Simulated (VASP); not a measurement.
Write the native input for VASP 6.6.1 that does the following.

```yaml
Task: single point
Functional: PBE
Potentials_or_basis: VASP PAW PBE potentials, release 64 (Sb)
Cutoff: 520 eV
k_mesh: 18 × 18 × 18
Occupations: gaussian, width 0.1 eV
Spin: no spin polarisation
Dipole_correction: no
Further_INCAR_settings: ALGO = Normal; EDIFF = 1e-06; NBANDS = 8
```

The structure of Sb lies in POSCAR:

```
Sb
1.0
    2.9798214677      0.0000000000      0.0000000000
    0.0000000000      2.9798214677      0.0000000000
    0.0000000000      0.0000000000      2.9798214677
Sb
1
Direct
    0.0000000000      0.0000000000      0.0000000000
```

This cell differs from its parent crystal: volume scaled by 0.88.

These files were run (other wordings do the same):

INCAR

```
PREC     = Accurate       # precision mode
ENCUT    = 520            # plane-wave cutoff, eV
EDIFF    = 1E-6           # SCF threshold, eV
ISMEAR   = 0              # smearing method
SIGMA    = 0.1            # smearing width, eV
LREAL    = False          # projectors in reciprocal space
LASPH    = True           # aspherical terms in the spheres
NELM     = 80             # most SCF steps
ALGO     = Normal         # electronic algorithm
ISIF     = 2              # what is computed and relaxed
LWAVE    = False          # write WAVECAR
LCHARG   = True           # write CHGCAR
GGA      = PE             # functional
LELF     = True           # ELF
LVHAR    = True         
NBANDS   = 8              # bands
```

KPOINTS

```
regular mesh
0
Gamma
  18 18 18
```

Potentials or basis: VASP PAW PBE potentials, release 64 (Sb).

Launch:

```sh
$ cat potpaw_PBE.64/Sb/POTCAR > POTCAR
$ mpirun -np 1 vasp_std > vasp.out
```

It gave:

The pressure is 9.5 GPa.

It took 31 s on 1 thread of Intel Xeon 8259CL (shared host), peak memory 0.17 GiB.
